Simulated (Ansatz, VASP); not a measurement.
## One calculation of Au, two programs

```
CELL_PARAMETERS angstrom
0.00000 3.88587 3.88587
3.88587 0.00000 3.88587
3.88587 3.88587 0.00000
ATOMIC_POSITIONS crystal
Au 0.12500 0.12500 0.12500
Au 0.12500 0.12500 0.62500
Au 0.12500 0.62500 0.12500
Au 0.62500 0.12500 0.12500
```

Alike in both runs: functional PBE; k mesh 4 × 4 × 4; occupations gaussian, width 0.1 eV; no spin polarisation.

Ansatz relaxed the structure, and its values are those at the end. VASP's run is a single point on that final structure, the one shown.

|  | VASP | Ansatz |
| --- | --- | --- |
| version | VASP 6.6.1 | Ansatz 0.2.0 |
| potentials or method | VASP PAW PBE potentials, release 64 (Au), cutoff 520 eV | scalar-relativistic, plane waves, PAW |
| valence electrons in the cell | 44 | 76 |

```tsv
	VASP	Ansatz	Ansatz less VASP
gap on the k mesh at the Fermi level (eV)	none	none	-
pressure (GPa)	0.0	0.1	+0.11
```

A gap of «none» marks a metal or a gap that the smearing closes. VASP's potentials hold 44 valence electrons a cell and Ansatz's 76, so a difference there can come from the potentials and not from the codes.

Spin-orbit coupling is off throughout.
